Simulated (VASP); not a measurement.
The system is ZnIr2O4.

```
Zn Ir O
1.0
     0.00000    4.31457    4.31457
     4.31457    0.00000    4.31457
     4.31457    4.31457    0.00000
Zn Ir O
2 4 8
Direct
  0.75000 0.75000 0.75000
  0.50000 0.50000 0.50000
  0.12500 0.12500 0.62500
  0.12500 0.62500 0.12500
  0.62500 0.12500 0.12500
  0.12500 0.12500 0.12500
  0.36396 0.36396 0.90811
  0.36396 0.90811 0.36396
  0.90811 0.36396 0.36396
  0.36396 0.36396 0.36396
  0.88604 0.88604 0.34189
  0.88604 0.34189 0.88604
  0.34189 0.88604 0.88604
  0.88604 0.88604 0.88604
```

Base run:

| Quantity | Value |
| --- | --- |
| Program | VASP 6.6.1 |
| Functional | r2SCAN |
| Potentials or basis | VASP PAW PBE potentials, release 64 (Zn, Ir, O) |
| Cutoff | 520 eV |
| k mesh | 6 × 6 × 6 |
| Occupations | gaussian, width 0.03 eV |
| Spin | no spin polarisation |

Its results: band gap on the k mesh 1.05 eV (least direct gap 1.19 eV).

Q: After a change of settings the same cell gave: band gap on the k mesh 2.24 eV. Which change was it?
A. functional from r2SCAN to TB-mBJ
B. functional from r2SCAN to PBE
C. functional from r2SCAN to LDA; potentials or basis from VASP PAW PBE potentials, release 64 (Zn, Ir, O) to VASP PAW LDA potentials, release 64 (Zn, Ir, O)

A: A.

Caveats: spin-orbit coupling is left out, which moves the levels of the heavy elements.
